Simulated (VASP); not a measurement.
# ZnPt (P4/mmm) in VASP: a series of runs

The runs below take ZnPt through single point, with LDA.

Program: VASP 6.6.1. These are calculated values, not measurements. Logs are shortened: lines on timing, memory, paths and dates and some standing lists are left out, and cuts for length are marked.

## (1) The cell of the first run

The structure is tetragonal, space group P4/mmm (No. 123). Conventional cell: a = 2.864 Å, b = 2.864 Å, c = 3.510 Å, α = 90.00°, β = 90.00°, γ = 90.00°. Within 3.5 Å of Zn (site symmetry 4/mmm) lie 8 Pt at 2.68 Å and 4 Zn at 2.86 Å. Within 3.5 Å of Pt (site symmetry 4/mmm) lie 8 Zn at 2.68 Å and 4 Pt at 2.86 Å.

## (2) Single point, LDA

INCAR

```
SYSTEM = ZnPt
PREC = Accurate
ENCUT = 520
EDIFF = 1E-6
ISMEAR = -1
SIGMA = 0.1
LREAL = .FALSE.
LASPH = .TRUE.
NELM = 100
ALGO = Normal
ISIF = 2
LWAVE = .FALSE.
LCHARG = .FALSE.
GGA = CA
NBANDS = 18
```

KPOINTS

```
regular mesh
0
G
  10 10 9
  0 0 0
```

POSCAR

```
ZnPt
1.0
    2.8640000000      0.0000000000      0.0000000000
    0.0000000000      2.8640000000      0.0000000000
    0.0000000000      0.0000000000      3.5100000000
Zn Pt
1 1
Direct
    0.5000000000      0.5000000000      0.5000000000
    0.0000000000      0.0000000000      0.0000000000
```

Potentials or basis: VASP PAW LDA potentials, release 64 (Zn, Pt).

The run is started by

```bash
$ cat potpaw_LDA.64/Zn/POTCAR potpaw_LDA.64/Pt/POTCAR > POTCAR
$ mpirun -np 1 vasp_std > vasp.out
```

OUTCAR:

```text
SYSTEM = ZnPt
   PREC = Accurate
   ENCUT = 520
   EDIFF = 1E-6
   ISMEAR = -1
   LREAL = .FALSE.
   LASPH = .TRUE.
   NELM = 100
   ISIF = 2
   GGA = CA

 ion  position               nearest neighbor table
   1  0.500  0.500  0.500-   2 2.68   2 2.68   2 2.68   2 2.68   2 2.68   2 2.68   2 2.68   2 2.68

   2  0.000  0.000  0.000-   1 2.68   1 2.68   1 2.68   1 2.68   1 2.68   1 2.68   1 2.68   1 2.68

  LATTYP: Found a simple tetragonal cell.
 ALAT       =     2.8640000000
 C/A-ratio  =     1.2255586592

  Lattice vectors:

 A1 = (   2.8640000000,   0.0000000000,   0.0000000000)
 A2 = (   0.0000000000,   2.8640000000,   0.0000000000)
 A3 = (   0.0000000000,   0.0000000000,   3.5100000000)

Analysis of symmetry for initial positions (statically):
=====================================================================
 Subroutine PRICEL returns:
 Original cell was already a primitive cell.

 Routine SETGRP: Setting up the symmetry group for a
 simple tetragonal supercell.

 Subroutine GETGRP returns: Found 16 space group operations
 (whereof 16 operations were pure point group operations)
 out of a pool of 16 trial point group operations.

The static configuration has the point symmetry D_4h.

Analysis of symmetry for dynamics (positions and initial velocities):
=====================================================================
 Subroutine PRICEL returns:
 Original cell was already a primitive cell.

 Routine SETGRP: Setting up the symmetry group for a
 simple tetragonal supercell.

 Subroutine GETGRP returns: Found 16 space group operations
 (whereof 16 operations were pure point group operations)
 out of a pool of 16 trial point group operations.

The dynamic configuration has the point symmetry D_4h.

 Subroutine INISYM returns: Found 16 space group operations
 (whereof 16 operations are pure point group operations),
 and found     1 'primitive' translations

----------------------------------------------------------------------------------------

                                     Primitive cell

  volume of cell :      28.7908

  direct lattice vectors                    reciprocal lattice vectors
     2.864000000  0.000000000  0.000000000     0.349162011  0.000000000  0.000000000
     0.000000000  2.864000000  0.000000000     0.000000000  0.349162011  0.000000000
     0.000000000  0.000000000  3.510000000     0.000000000  0.000000000  0.284900285

  length of vectors
     2.864000000  2.864000000  3.510000000     0.349162011  0.349162011  0.284900285

  position of ions in fractional coordinates (direct lattice)
     0.500000000  0.500000000  0.500000000
     0.000000000  0.000000000  0.000000000

  ion indices of the primitive-cell ions
   primitive index   ion index
                 1           1
                 2           2

----------------------------------------------------------------------------------------

 KPOINTS: regular mesh

Automatic generation of k-mesh.
 Grid dimensions read from file:
 generate k-points for:   10   10    9

 Generating k-lattice:

  Cartesian coordinates                     Fractional coordinates (reciprocal lattice)
     0.034916201  0.000000000  0.000000000     0.100000000  0.000000000  0.000000000
     0.000000000  0.034916201  0.000000000     0.000000000  0.100000000  0.000000000
     0.000000000  0.000000000  0.031655587     0.000000000  0.000000000  0.111111111

  Length of vectors
     0.034916201  0.034916201  0.031655587

  Shift w.r.t. Gamma in fractional coordinates (k-lattice)
     0.000000000  0.000000000  0.000000000

 Subroutine IBZKPT returns following result:
 ===========================================

 Found    105 irreducible k-points:

 Following reciprocal coordinates:
            Coordinates               Weight
  0.000000  0.000000  0.000000      1.000000
  0.100000  0.000000  0.000000      4.000000
  0.200000  0.000000  0.000000      4.000000
  0.300000  0.000000  0.000000      4.000000
  0.400000  0.000000  0.000000      4.000000
  0.500000  0.000000  0.000000      2.000000
[... 16 lines left out ...]
  0.100000  0.000000  0.111111      8.000000
  0.200000  0.000000  0.111111      8.000000
 [... further k-points ...]
   k-points           NKPTS =    105   k-points in BZ     NKDIM =    105   number of bands    NBANDS=     18
   number of dos      NEDOS =    301   number of ions     NIONS =      2
   total plane-waves  NPLWV =  16128
   dimension x,y,z NGX =    24 NGY =   24 NGZ =   28
   dimension x,y,z NGXF=    48 NGYF=   48 NGZF=   56
   ions per type =               1   1
   NGX,Y,Z   is equivalent  to a cutoff of  13.93, 13.93, 13.26 a.u.
   NGXF,Y,Z  is equivalent  to a cutoff of  27.86, 27.86, 26.52 a.u.
 SYSTEM =  ZnPt
   PREC   = accura    normal or accurate (medium, high low for compatibility)
   ISTART =      0    job   : 0-new  1-cont  2-samecut
   ICHARG =      2    charge: 1-file 2-atom 10-const
   ISPIN  =      1    spin polarized calculation?
   LNONCOLLINEAR =      F non collinear calculations
   LSORBIT =      F    spin-orbit coupling
   LASPH  =      T    aspherical Exc in radial PAW
   ENCUT  =  520.0 eV  38.22 Ry    6.18 a.u.   5.33  5.33  6.53*2*pi/ulx,y,z
   NELM   =    100;   NELMIN=  2; NELMDL= -5     # of ELM steps
   EDIFF  = 0.1E-05   stopping-criterion for ELM
   LREAL  =      F    real-space projection
   EDIFFG = 0.1E-04   stopping-criterion for IOM
   NSW    =      0    number of steps for IOM
   IBRION =     -1    ionic relax: 0-MD 1-quasi-New 2-CG
   NFREE  =      0    steps in history (QN), initial steepest desc. (CG)
   ISIF   =      2    stress and relaxation
   ISYM   =      2    0-nonsym 1-usesym 2-fastsym
   POTIM  = 0.5000    time-step for ionic-motion
   TEBEG  =    0.0;   TEEND  =   0.0 temperature during run
   PSTRESS=    0.0 pullay stress
   NELECT =      22.0000    total number of electrons
   NUPDOWN=      -1.0000    fix difference up-down
   EMIN   =  10.00;   EMAX   =-10.00  energy-range for DOS
   EFERMI =   0.00;   METHOD = LEGACY
   ISMEAR =    -1;   SIGMA  =   0.10  broadening in eV -4-tet -1-fermi 0-gaus
   EFERMI_NEDOS =   21; number of points for ismear=-14 and -15
   IALGO  =     38    algorithm
   IMIX   =      4    mixing-type and parameters
     AMIX     =   0.40;   BMIX     =  1.00
     AMIX_MAG =   1.60;   BMIX_MAG =  1.00
  volume/ion in A,a.u.               =      14.40        97.14
  Fermi-wavevector in a.u.,A,eV,Ry     =   1.496688  2.828331 30.478080  2.240076
  Thomas-Fermi vector in A             =   2.608673
   LORBIT       =      0    0 simple, 1 ext, 2 COOP (PROOUT), +10 PAW based schemes
   GGA     = CA    functional components
   LHFCALC =     F    Hartree Fock is set to
   AEXX    =    0.0000 exact exchange contribution
   IVDW    =     0    specifies the selected vdW correction
   LEPSILON=     F    determine dielectric tensor
   LRPA    =     F    only Hartree local field effects (RPA)
 non-spin polarized calculation
  energy-cutoff  :      520.00
  volume of cell :       28.79
 maximum number of plane-waves:       797
 NGX is ok and might be reduce to    24
   NGX = 11   NGY = 11   NGZ = 13

 number of electron      22.0000007 magnetization

 Free energy of the ion-electron system (eV)
  ---------------------------------------------------
  ext. energy  EPLUGINS =         0.00000000
  ---------------------------------------------------
  free energy    TOTEN  =       -10.49353789 eV

  energy without entropy =      -10.47913477  energy(sigma->0) =      -10.48633633

 E-fermi :   7.1653     XC(G=0): -13.1011

 val. band max:        7.1088930784   @ k =   0.4000   0.1000   0.4444
 cond. band min:       7.1797655964   @ k =   0.0000   0.0000   0.2222
 fundamental gap:      0.0708725181
 Fermi energy:         7.1652782410

 k-point     1 :       0.0000    0.0000    0.0000
  band No.  band energies     occupation
      1      -3.1685      2.00000
      2      -0.5617      2.00000
      3      -0.5226      2.00000
      4       0.2101      2.00000
      5       0.2101      2.00000
      6       0.4359      2.00000
[... 10 lines left out ...]
     17      22.7891      0.00000
     18      24.6685      0.00000

 k-point     2 :       0.1000    0.0000    0.0000
  band No.  band energies     occupation
      1      -2.9490      2.00000
      2      -0.5065      2.00000
      3      -0.4610      2.00000
      4       0.1903      2.00000
      5       0.2271      2.00000
      6       0.4165      2.00000
[... 10 lines left out ...]
     17      24.1982      0.00000
     18      24.7693      0.00000

 k-point     3 :       0.2000    0.0000    0.0000
  band No.  band energies     occupation
      1      -2.3166      2.00000
      2      -0.3932      2.00000
      3      -0.2706      2.00000
      4       0.1401      2.00000
      5       0.2722      2.00000
      6       0.3664      2.00000
[... 10 lines left out ...]
     17      24.2990      0.00000
     18      26.2753      0.00000

 k-point     4 :       0.3000    0.0000    0.0000
  band No.  band energies     occupation
      1      -1.3605      2.00000
      2      -0.2506      2.00000
      3      -0.0302      2.00000
      4       0.0819      2.00000
      5       0.3058      2.00000
      6       0.3288      2.00000
[... 10 lines left out ...]
     17      22.4322      0.00000
     18      24.7677      0.00000

 k-point     5 :       0.4000    0.0000    0.0000
  band No.  band energies     occupation
      1      -0.3926      2.00000
      2      -0.0696      2.00000
      3       0.0383      2.00000
      4       0.2506      2.00000
      5       0.2580      2.00000
      6       0.3754      2.00000
[... 10 lines left out ...]
     17      20.4431      0.00000
     18      22.7195      0.00000

 k-point     6 :       0.5000    0.0000    0.0000
  band No.  band energies     occupation
      1      -0.1869      2.00000
      2       0.0226      2.00000
      3       0.0911      2.00000
      4       0.2400      2.00000
      5       0.3934      2.00000
      6       0.6761      2.00000
[... 10 lines left out ...]
     17      21.8330      0.00000
     18      22.3691      0.00000

 k-point     7 :       0.1000    0.1000    0.0000
  band No.  band energies     occupation
      1      -2.7326      2.00000
      2      -0.4407      2.00000
      3      -0.4162      2.00000
      4       0.1579      2.00000
      5       0.2468      2.00000
      6       0.3967      2.00000
[... 10 lines left out ...]
     17      24.0739      0.00000
     18      24.9567      0.00000

 k-point     8 :       0.2000    0.1000    0.0000
  band No.  band energies     occupation
      1      -2.1132      2.00000
      2      -0.3292      2.00000
      3      -0.2431      2.00000
      4       0.0989      2.00000
      5       0.2719      2.00000
      6       0.3503      2.00000
[... 10 lines left out ...]
     17      24.5128      0.00000
     18      26.5076      0.00000
[... 229 lines left out ...]
     17      19.9065      0.00000
     18      21.1609      0.00000

 k-point    20 :       0.5000    0.4000    0.0000
  band No.  band energies     occupation
      1      -0.6740      2.00000
      2      -0.4565      2.00000
      3      -0.3650      2.00000
      4      -0.3512      2.00000
      5       0.6411      2.00000
      6       2.1213      2.00000
[... 10 lines left out ...]
     17      19.5627      0.00000
     18      21.5400      0.00000

 k-point    21 :       0.5000    0.5000    0.0000
  band No.  band energies     occupation
      1      -0.7268      2.00000
      2      -0.5249      2.00000
      3      -0.4084      2.00000
      4      -0.4084      2.00000
      5       0.7144      2.00000
      6       2.1168      2.00000
[... 10 lines left out ...]
     17      19.0582      0.00000
     18      22.3424      0.00000

 k-point    22 :       0.0000    0.0000    0.1111
  band No.  band energies     occupation
      1      -2.9879      2.00000
      2      -0.5190      2.00000
      3      -0.4919      2.00000
      4       0.2215      2.00000
      5       0.2215      2.00000
      6       0.4411      2.00000
[... 10 lines left out ...]
     17      22.6732      0.00000
     18      25.5367      0.00000

 k-point    23 :       0.1000    0.0000    0.1111
  band No.  band energies     occupation
      1      -2.7728      2.00000
      2      -0.4701      2.00000
      3      -0.4278      2.00000
      4       0.2014      2.00000
      5       0.2320      2.00000
      6       0.4224      2.00000
[... 10 lines left out ...]
     17      23.8004      0.00000
     18      25.5705      0.00000

 k-point    24 :       0.2000    0.0000    0.1111
  band No.  band energies     occupation
      1      -2.1593      2.00000
      2      -0.3734      2.00000
      3      -0.2334      2.00000
      4       0.1569      2.00000
      5       0.2557      2.00000
      6       0.3775      2.00000
[... 10 lines left out ...]
     17      23.9563      0.00000
     18      25.5287      0.00000

 [... further k-points ...]
[... 5 lines left out ...]
  --------------------------------------------------------------------------------------
  -------------------------------------------------------------------------------------
  Total       -1.8357388     -1.8357388     -1.7669420      0.0000000     -0.0000000      0.0000000
  in kB     -102.1570481   -102.1570481    -98.3285707      0.0000000     -0.0000000      0.0000000
  external PRESSURE =    -100.8808890 kB  Pullay stress =       0.0000000 kB

 VOLUME and BASIS-vectors are now :
 -----------------------------------------------------------------------------
  energy-cutoff  :      520.00
  volume of cell :       28.79
      direct lattice vectors                 reciprocal lattice vectors
     2.864000000  0.000000000  0.000000000     0.349162011  0.000000000  0.000000000
     0.000000000  2.864000000  0.000000000     0.000000000  0.349162011  0.000000000
     0.000000000  0.000000000  3.510000000     0.000000000  0.000000000  0.284900285

 POSITION                                       TOTAL-FORCE (eV/Angst)
 -----------------------------------------------------------------------------------
      1.43200      1.43200      1.75500         0.000000      0.000000      0.000000
      0.00000      0.00000      0.00000         0.000000      0.000000      0.000000
 -----------------------------------------------------------------------------------
    total drift:                                0.000000      0.000000     -0.000000

  FREE ENERGIE OF THE ION-ELECTRON SYSTEM (eV)
  ---------------------------------------------------
  free  energy   TOTEN  =       -10.4935378883 eV

  energy  without entropy=      -10.4791347723  energy(sigma->0) =      -10.48633633
```

Wall time 45 s (1 thread of AMD EPYC 7R43 (Zen 3), shared host); peak memory 0.14 GiB.

What came out:

```
Free energy            : -10.4935 eV
Pressure               : -10.1 GPa
Band gap on the k mesh : zero (band 11 reaches 10.38 eV, above the bottom of band 12 at 5.84 eV)
```

Caveat: spin-orbit coupling is left out, which moves the levels of the heavy elements.

## (3) Single point, LDA

INCAR

```
SYSTEM = ZnPt
ALGO     = Normal         ! electronic algorithm
EDIFF    = 1E-6           ! SCF threshold, eV
ENCUT    = 520            ! plane-wave cutoff, eV
ISIF     = 2              ! what is computed and relaxed
ISMEAR   = -1             ! smearing method
LASPH    = .True.         ! aspherical terms in the spheres
LCHARG   = .False.        ! write CHGCAR
LREAL    = .False.        ! projectors in reciprocal space
LWAVE    = .False.        ! write WAVECAR
NBANDS   = 18             ! bands
NELM     = 80             ! most SCF steps
PREC     = Accurate       ! precision mode
SIGMA    = 0.1            ! smearing width, eV
```

KPOINTS

```
k-points
0
Gamma
  10 10 9
  0 0 0
```

POSCAR is that of step 2.

Potentials or basis: VASP PAW LDA potentials, release 64 (Zn, Pt).

The run is started by

```bash
$ cat potpaw_LDA.64/Zn/POTCAR potpaw_LDA.64/Pt/POTCAR > POTCAR
$ mpirun -np 1 vasp_std > vasp.out
```

Wall time 40 s (1 thread of AMD EPYC 7R43 (Zen 3), shared host); peak memory 0.14 GiB.

It converged, with:

| Quantity | Value |
| --- | --- |
| Free energy | -10.4935 eV |
| Pressure | -10.1 GPa |
| Band gap on the k mesh | zero (band 11 reaches 10.38 eV, above the bottom of band 12 at 5.84 eV) |

Stress tensor (GPa, compression positive):
```
-10.22   0.00   0.00
  0.00 -10.22   0.00
  0.00   0.00  -9.83
```

Levels at points of the mesh, in eV from the Fermi level:
```csv
k point,band 8,band 9,band 10,band 11,band 12,band 13,band 14,band 15
"(0.00, 0.00, 0.00)",-3.93,-1.46,-1.46,-0.88,2.47,8.36,8.36,8.87
"(0.50, 0.00, 0.00)",-4.19,-4.13,-2.58,-1.55,1.20,9.16,9.79,11.39
"(0.50, 0.50, 0.00)",-2.51,-2.51,-0.34,-0.34,0.21,5.12,5.51,9.04
```

Caveat: spin-orbit coupling is left out, which moves the levels of the heavy elements.
